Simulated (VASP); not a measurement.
# NaRu3W4 (Im-3m) in VASP: a series of runs

Runs on NaRu3W4. Level: PBE. Tasks: single point.

Program: VASP 6.6.1. These are calculated values, not measurements. Logs are shortened: lines on timing, memory, paths and dates and some standing lists are left out, and cuts for length are marked.

**1. The cell of the first run**

It takes space group Im-3m (No. 229, cubic). The conventional cell has a = 6.266 Å, b = 6.266 Å, c = 6.266 Å, α = 90.00°, β = 90.00°, γ = 90.00°. Within 3.6 Å of Na (site symmetry m-3m) lie 8 W at 2.71 Å and 6 Ru at 3.13 Å. Ru (site symmetry 4/mmm) has 8 W at 2.71 Å and 2 Na at 3.13 Å and 4 Ru at 3.13 Å within 3.6 Å. W (site symmetry -3m) has 2 Na at 2.71 Å and 6 Ru at 2.71 Å and 6 W at 3.13 Å within 3.6 Å.

The cell was built from a structure type or drawn by symmetry, and may not be a known phase.

**2. Single point, PBE**

File INCAR:

```
  PREC = Accurate
  ENCUT = 520
  EDIFF = 1E-7
  ISMEAR = 0
  SIGMA = 0.1
  LREAL = False
  LASPH = True
  NELM = 60
  ALGO = Fast
  ISIF = 2
  LWAVE = False
  LCHARG = False
  GGA = PE
  NBANDS = 62
```

File KPOINTS:

```
regular mesh
0
Gamma
  4 4 4
```

File POSCAR:

```
NaRu3W4
1.0
   -3.1327682406      3.1327682406      3.1327682406
    3.1327682406     -3.1327682406      3.1327682406
    3.1327682406      3.1327682406     -3.1327682406
Na Ru W
1 3 4
Direct
    0.0000000000      0.0000000000      0.0000000000
    0.0000000000      0.5000000000      0.5000000000
    0.5000000000      0.0000000000      0.5000000000
    0.5000000000      0.5000000000      0.0000000000
    0.5000000000      0.5000000000      0.5000000000
    0.0000000000      0.0000000000      0.5000000000
    0.0000000000      0.5000000000      0.0000000000
    0.5000000000      0.0000000000      0.0000000000
```

Potentials or basis: VASP PAW PBE potentials, release 64 (Na_pv, Ru_pv, W_sv).

Command:

```sh
$ cat potpaw_PBE.64/Na_pv/POTCAR potpaw_PBE.64/Ru_pv/POTCAR potpaw_PBE.64/W_sv/POTCAR > POTCAR
$ mpirun -np 1 vasp_std > vasp.out
```

OUTCAR:

```text
PREC = Accurate
   ENCUT = 520
   EDIFF = 1E-7
   ISMEAR = 0
   LREAL = False
   LASPH = True
   NELM = 60
   ISIF = 2
   GGA = PE

 ion  position               nearest neighbor table
   1  0.000  0.000  0.000-   5 2.71   6 2.71   7 2.71   8 2.71   6 2.71   7 2.71   8 2.71   5 2.71

   2  0.000  0.500  0.500-   5 2.71   6 2.71   7 2.71   8 2.71   7 2.71   6 2.71   5 2.71   8 2.71
                             3 3.13   4 3.13   3 3.13   4 3.13
   3  0.500  0.000  0.500-   5 2.71   6 2.71   7 2.71   8 2.71   8 2.71   5 2.71   6 2.71   7 2.71
                             4 3.13   2 3.13   2 3.13   4 3.13
   4  0.500  0.500  0.000-   5 2.71   6 2.71   7 2.71   8 2.71   5 2.71   8 2.71   7 2.71   6 2.71
                             3 3.13   2 3.13   2 3.13   3 3.13
   5  0.500  0.500  0.500-   1 2.71   2 2.71   3 2.71   4 2.71   4 2.71   3 2.71   2 2.71   1 2.71
                             7 3.13   8 3.13   8 3.13   7 3.13   6 3.13   6 3.13
   6  0.000  0.000  0.500-   1 2.71   2 2.71   3 2.71   4 2.71   1 2.71   2 2.71   3 2.71   4 2.71
                             7 3.13   7 3.13   8 3.13   8 3.13   5 3.13   5 3.13
   7  0.000  0.500  0.000-   1 2.71   2 2.71   3 2.71   4 2.71   2 2.71   1 2.71   4 2.71   3 2.71
                             6 3.13   6 3.13   8 3.13   5 3.13   8 3.13   5 3.13
   8  0.500  0.000  0.000-   1 2.71   2 2.71   3 2.71   4 2.71   3 2.71   4 2.71   1 2.71   2 2.71
                             6 3.13   5 3.13   7 3.13   6 3.13   7 3.13   5 3.13

  LATTYP: Found a body centered cubic cell.
 ALAT       =     6.2655364812

  Lattice vectors:

 A1 = (  -3.1327682406,   3.1327682406,   3.1327682406)
 A2 = (   3.1327682406,  -3.1327682406,   3.1327682406)
 A3 = (   3.1327682406,   3.1327682406,  -3.1327682406)

Analysis of symmetry for initial positions (statically):
=====================================================================
 Subroutine PRICEL returns:
 Original cell was already a primitive cell.

 Routine SETGRP: Setting up the symmetry group for a
 body centered cubic supercell.

 Subroutine GETGRP returns: Found 48 space group operations
 (whereof 48 operations were pure point group operations)
 out of a pool of 48 trial point group operations.

The static configuration has the point symmetry O_h .

Analysis of symmetry for dynamics (positions and initial velocities):
=====================================================================
 Subroutine PRICEL returns:
 Original cell was already a primitive cell.

 Routine SETGRP: Setting up the symmetry group for a
 body centered cubic supercell.

 Subroutine GETGRP returns: Found 48 space group operations
 (whereof 48 operations were pure point group operations)
 out of a pool of 48 trial point group operations.

The dynamic configuration has the point symmetry O_h .

 Subroutine INISYM returns: Found 48 space group operations
 (whereof 48 operations are pure point group operations),
 and found     1 'primitive' translations

----------------------------------------------------------------------------------------

                                     Primitive cell

  volume of cell :     122.9829

  direct lattice vectors                    reciprocal lattice vectors
    -3.132768241  3.132768241  3.132768241     0.000000000  0.159603252  0.159603252
     3.132768241 -3.132768241  3.132768241     0.159603252  0.000000000  0.159603252
     3.132768241  3.132768241 -3.132768241     0.159603252  0.159603252  0.000000000

  length of vectors
     5.426113761  5.426113761  5.426113761     0.225713084  0.225713084  0.225713084

  position of ions in fractional coordinates (direct lattice)
     0.000000000  0.000000000  0.000000000
     0.000000000  0.500000000  0.500000000
     0.500000000  0.000000000  0.500000000
     0.500000000  0.500000000  0.000000000
     0.500000000  0.500000000  0.500000000
     0.000000000  0.000000000  0.500000000
     0.000000000  0.500000000  0.000000000
     0.500000000  0.000000000  0.000000000

  ion indices of the primitive-cell ions
   primitive index   ion index
                 1           1
                 2           2
                 3           3
                 4           4
                 5           5
                 6           6
                 7           7
                 8           8

----------------------------------------------------------------------------------------

 KPOINTS: regular mesh

Automatic generation of k-mesh.
 Grid dimensions read from file:
 generate k-points for:    4    4    4

 Generating k-lattice:

  Cartesian coordinates                     Fractional coordinates (reciprocal lattice)
     0.000000000  0.039900813  0.039900813     0.250000000  0.000000000  0.000000000
     0.039900813  0.000000000  0.039900813     0.000000000  0.250000000  0.000000000
     0.039900813  0.039900813  0.000000000     0.000000000  0.000000000  0.250000000

  Length of vectors
     0.056428271  0.056428271  0.056428271

  Shift w.r.t. Gamma in fractional coordinates (k-lattice)
     0.000000000  0.000000000  0.000000000

 Subroutine IBZKPT returns following result:
 ===========================================

 Found      8 irreducible k-points:

 Following reciprocal coordinates:
            Coordinates               Weight
  0.000000  0.000000  0.000000      1.000000
  0.250000  0.000000  0.000000     12.000000
  0.500000  0.000000  0.000000      6.000000
  0.250000  0.250000  0.000000     24.000000
  0.250000  0.250000  0.250000      2.000000
 -0.250000  0.250000  0.250000      6.000000
  0.500000  0.500000  0.250000     12.000000
  0.500000  0.500000  0.500000      1.000000
   k-points           NKPTS =      8   k-points in BZ     NKDIM =      8   number of bands    NBANDS=     62
   number of dos      NEDOS =    301   number of ions     NIONS =      8
   total plane-waves  NPLWV =  64000
   dimension x,y,z NGX =    40 NGY =   40 NGZ =   40
   dimension x,y,z NGXF=    80 NGYF=   80 NGZF=   80
   ions per type =               1   3   4
   NGX,Y,Z   is equivalent  to a cutoff of  12.26, 12.26, 12.26 a.u.
   NGXF,Y,Z  is equivalent  to a cutoff of  24.51, 24.51, 24.51 a.u.
 SYSTEM =  unknown system
   PREC   = accura    normal or accurate (medium, high low for compatibility)
   ISTART =      0    job   : 0-new  1-cont  2-samecut
   ICHARG =      2    charge: 1-file 2-atom 10-const
   ISPIN  =      1    spin polarized calculation?
   LNONCOLLINEAR =      F non collinear calculations
   LSORBIT =      F    spin-orbit coupling
   LASPH  =      T    aspherical Exc in radial PAW
   ENCUT  =  520.0 eV  38.22 Ry    6.18 a.u.  10.09 10.09 10.09*2*pi/ulx,y,z
   NELM   =     60;   NELMIN=  2; NELMDL= -5     # of ELM steps
   EDIFF  = 0.1E-06   stopping-criterion for ELM
   LREAL  =      F    real-space projection
   EDIFFG = 0.1E-05   stopping-criterion for IOM
   NSW    =      0    number of steps for IOM
   IBRION =     -1    ionic relax: 0-MD 1-quasi-New 2-CG
   NFREE  =      0    steps in history (QN), initial steepest desc. (CG)
   ISIF   =      2    stress and relaxation
   ISYM   =      2    0-nonsym 1-usesym 2-fastsym
   POTIM  = 0.5000    time-step for ionic-motion
   TEBEG  =    0.0;   TEEND  =   0.0 temperature during run
   PSTRESS=    0.0 pullay stress
   NELECT =     105.0000    total number of electrons
   NUPDOWN=      -1.0000    fix difference up-down
   EMIN   =  10.00;   EMAX   =-10.00  energy-range for DOS
   EFERMI =   0.00;   METHOD = LEGACY
   ISMEAR =     0;   SIGMA  =   0.10  broadening in eV -4-tet -1-fermi 0-gaus
   EFERMI_NEDOS =   21; number of points for ismear=-14 and -15
   IALGO  =     68    algorithm
   IMIX   =      4    mixing-type and parameters
     AMIX     =   0.40;   BMIX     =  1.00
     AMIX_MAG =   1.60;   BMIX_MAG =  1.00
  volume/ion in A,a.u.               =      15.37       103.74
  Fermi-wavevector in a.u.,A,eV,Ry     =   1.553065  2.934868 32.817406  2.412011
  Thomas-Fermi vector in A             =   2.657350
   LORBIT       =      0    0 simple, 1 ext, 2 COOP (PROOUT), +10 PAW based schemes
   GGA     = PE    functional components
   LHFCALC =     F    Hartree Fock is set to
   AEXX    =    0.0000 exact exchange contribution
   IVDW    =     0    specifies the selected vdW correction
   LEPSILON=     F    determine dielectric tensor
   LRPA    =     F    only Hartree local field effects (RPA)
 non-spin polarized calculation
 RMM-DIIS sequential band-by-band and
 Gauss-broadening in eV      SIGMA  =   0.10
  energy-cutoff  :      520.00
  volume of cell :      122.98
 maximum number of plane-waves:      3352
   NGX = 21   NGY = 21   NGZ = 21

 number of electron     104.9999984 magnetization

 Free energy of the ion-electron system (eV)
  ---------------------------------------------------
  ext. energy  EPLUGINS =         0.00000000
  ---------------------------------------------------
  free energy    TOTEN  =       -74.76513873 eV

  energy without entropy =      -74.69693143  energy(sigma->0) =      -74.73103508

 E-fermi :  10.6475     XC(G=0): -13.1552

 val. band max:       10.6337105819   @ k =   0.2500   0.2500   0.0000
 cond. band min:      10.6856806372   @ k =   0.2500   0.2500   0.0000
 fundamental gap:      0.0519700553
 Fermi energy:        10.6474897536

 k-point     1 :       0.0000    0.0000    0.0000
  band No.  band energies     occupation
      1     -63.7425      2.00000
      2     -63.7231      2.00000
      3     -63.7231      2.00000
      4     -63.7231      2.00000
      5     -32.7758      2.00000
      6     -32.7758      2.00000
[... 54 lines left out ...]
     61      12.6388      0.00000
     62      13.8079      0.00000

 k-point     2 :       0.2500    0.0000    0.0000
  band No.  band energies     occupation
      1     -63.7398      2.00000
      2     -63.7260      2.00000
      3     -63.7231      2.00000
      4     -63.7230      2.00000
      5     -32.7655      2.00000
      6     -32.7517      2.00000
[... 379 lines left out ...]
     61      12.0148      0.00000
     62      12.5098      0.00000

 k-point     8 :       0.5000    0.5000    0.5000
  band No.  band energies     occupation
      1     -63.7332      2.00000
      2     -63.7332      2.00000
      3     -63.7332      2.00000
      4     -63.7131      2.00000
      5     -32.7353      2.00000
      6     -32.7353      2.00000
[... 54 lines left out ...]
     61      12.1277      0.00000
     62      12.2315      0.00000

------------------------ aborting loop because EDIFF is reached ----------------------------------------

  FORCE on cell =-STRESS in cart. coord.  units (eV):
  Direction    XX          YY          ZZ          XY          YZ          ZX
  --------------------------------------------------------------------------------------
  -------------------------------------------------------------------------------------
  Total        0.3274702      0.3274702      0.3274702     -0.0000000      0.0000000     -0.0000000
  in kB        4.2661637      4.2661637      4.2661637     -0.0000000      0.0000000     -0.0000000
  external PRESSURE =       4.2661637 kB  Pullay stress =       0.0000000 kB

 VOLUME and BASIS-vectors are now :
 -----------------------------------------------------------------------------
  energy-cutoff  :      520.00
  volume of cell :      122.98
      direct lattice vectors                 reciprocal lattice vectors
    -3.132768241  3.132768241  3.132768241     0.000000000  0.159603252  0.159603252
     3.132768241 -3.132768241  3.132768241     0.159603252  0.000000000  0.159603252
     3.132768241  3.132768241 -3.132768241     0.159603252  0.159603252  0.000000000

 POSITION                                       TOTAL-FORCE (eV/Angst)
 -----------------------------------------------------------------------------------
      0.00000      0.00000      0.00000         0.000000     -0.000000      0.000000
      3.13277      0.00000      0.00000        -0.000000     -0.000000      0.000000
      0.00000      3.13277      0.00000         0.000000     -0.000000      0.000000
      0.00000      0.00000      3.13277        -0.000000      0.000000      0.000000
      1.56638      1.56638      1.56638        -0.000000     -0.000000     -0.000000
      1.56638      1.56638     -1.56638         0.000000     -0.000000      0.000000
      1.56638     -1.56638      1.56638         0.000000      0.000000     -0.000000
     -1.56638      1.56638      1.56638        -0.000000      0.000000     -0.000000
 -----------------------------------------------------------------------------------
    total drift:                                0.000000     -0.000000      0.000000

  FREE ENERGIE OF THE ION-ELECTRON SYSTEM (eV)
  ---------------------------------------------------
  free  energy   TOTEN  =       -74.7651387312 eV

  energy  without entropy=      -74.6969314289  energy(sigma->0) =      -74.73103508
```

It took 61 s on 1 thread of Intel Xeon 6975P-C (Granite Rapids), shared host; peak memory 0.26 GiB.

What came out:

```yaml
Free_energy: -74.7651 eV
Pressure: 0.4 GPa
Band_gap_on_the_k_mesh: zero (an odd number of electrons rules out a gap without spin polarisation)
```

Caveat: spin-orbit coupling is left out, which moves the levels of the heavy elements.

**3. Single point, PBE**

This run uses another cell than the first one, of 16.08 Å³/atom.

File INCAR:

```
PREC = Accurate
ENCUT = 520
EDIFF = 1E-7
ISMEAR = 0
SIGMA = 0.1
LREAL = F
LASPH = T
NELM = 80
ALGO = Normal
ISIF = 2
LWAVE = F
LCHARG = F
GGA = PE
NBANDS = 62
```

KPOINTS is that of step 2.

Edit POSCAR of step 2 so:

```diff
@@ -2,5 +2,5 @@
 1.0
-   -3.1327682406      3.1327682406      3.1327682406
-    3.1327682406     -3.1327682406      3.1327682406
-    3.1327682406      3.1327682406     -3.1327682406
+   -3.1798906400      3.1798906400      3.1798906400
+    3.1798906400     -3.1798906400      3.1798906400
+    3.1798906400      3.1798906400     -3.1798906400
 Na Ru W
```

Potentials or basis: VASP PAW PBE potentials, release 64 (Na_pv, Ru_pv, W_sv).

Command:

```sh
$ cat potpaw_PBE.64/Na_pv/POTCAR potpaw_PBE.64/Ru_pv/POTCAR potpaw_PBE.64/W_sv/POTCAR > POTCAR
$ mpirun -np 1 vasp_std > vasp.out
```

Wall time 51 s (1 thread of Intel Xeon 6975P-C (Granite Rapids), shared host); peak memory 0.28 GiB.

The run converged. Its results:

```
Free energy            : -74.6010 eV
Pressure               : -9.5 GPa
Band gap on the k mesh : zero (an odd number of electrons rules out a gap without spin polarisation)
```

Levels at points of the mesh, in eV from the Fermi level:
| k point | band 49 | band 50 | band 51 | band 52 | band 53 | band 54 | band 55 | band 56 |
| --- | --- | --- | --- | --- | --- | --- | --- | --- |
| (0.00, 0.00, 0.00) | -0.10 | 0.29 | 0.54 | 0.54 | 0.54 | 0.55 | 0.55 | 0.97 |
| (0.50, 0.00, 0.00) | -1.87 | -0.71 | -0.23 | -0.07 | 0.16 | 0.16 | 0.20 | 0.32 |
| (0.50, 0.50, 0.50) | -2.08 | -1.60 | -1.60 | -1.60 | -0.50 | -0.50 | -0.50 | -0.35 |

Caveat: the cell stands under tension; spin-orbit coupling is left out, which moves the levels of the heavy elements.

**4. Single point, PBE**

File INCAR:

```
ALGO = Fast
EDIFF = 1E-6
ENCUT = 520
GGA = PE
ISIF = 2
ISMEAR = 0
LASPH = T
LCHARG = F
LREAL = F
LWAVE = F
NBANDS = 62
NELM = 80
PREC = Accurate
SIGMA = 0.1
```

File KPOINTS:

```
k-points
0
Gamma
  8 8 8
```

Edit POSCAR of step 3 so:

```diff
@@ -2,5 +2,5 @@
 1.0
-   -3.1798906400      3.1798906400      3.1798906400
-    3.1798906400     -3.1798906400      3.1798906400
-    3.1798906400      3.1798906400     -3.1798906400
+   -3.1331613111      3.1331613111      3.1331613111
+    3.1331613111     -3.1331613111      3.1331613111
+    3.1331613111      3.1331613111     -3.1331613111
 Na Ru W
```

Command:

```sh
$ cat potpaw_PBE.64/Na_pv/POTCAR potpaw_PBE.64/Ru_pv/POTCAR potpaw_PBE.64/W_sv/POTCAR > POTCAR
$ mpirun -np 1 vasp_std > vasp.out
```

Wall time 2.5 min (1 thread of Intel Xeon 6975P-C (Granite Rapids), shared host); peak memory 0.35 GiB.

The run converged. Its results:

```yaml
Free_energy: -74.7406 eV
Pressure: 0.3 GPa
Band_gap_on_the_k_mesh: zero (an odd number of electrons rules out a gap without spin polarisation)
```

Levels at points of the mesh, in eV from the Fermi level:
| k point | band 48 | band 49 | band 50 | band 51 | band 52 | band 53 | band 54 | band 55 | band 56 | band 57 |
| --- | --- | --- | --- | --- | --- | --- | --- | --- | --- | --- |
| (0.00, 0.00, 0.00) | -0.09 | -0.09 | 0.31 | 0.57 | 0.57 | 0.60 | 0.60 | 0.60 | 1.02 | 1.02 |
| (0.50, 0.00, 0.00) | -2.08 | -2.00 | -0.78 | -0.26 | -0.12 | 0.16 | 0.17 | 0.20 | 0.33 | 0.34 |
| (0.50, 0.50, 0.50) | -2.23 | -2.23 | -1.70 | -1.70 | -1.70 | -0.56 | -0.56 | -0.56 | -0.41 | -0.41 |

Caveat: spin-orbit coupling is left out, which moves the levels of the heavy elements.

**5. Summary**

```tsv
cell	k mesh	gap on the mesh (eV)	pressure (GPa)
a = 5.426 Å, angles 109.5°, 8 atoms	4 × 4 × 4	none	0.4
a = 5.508 Å, angles 109.5°, 8 atoms	4 × 4 × 4	none	-9.5
a = 5.427 Å, angles 109.5°, 8 atoms	8 × 8 × 8	none	0.3
```

Alike in all rows: task single point; level PBE; potentials or basis VASP PAW PBE potentials, release 64 (Na_pv, Ru_pv, W_sv); no spin polarisation; cutoff (eV) 520; smearing gaussian 0.1 eV.

Caveats: spin-orbit coupling is left out, which moves the levels of the heavy elements; the cell stands under tension (at least some runs).

Total energies depend on the potentials used, so only differences within one code and one set of settings carry meaning.
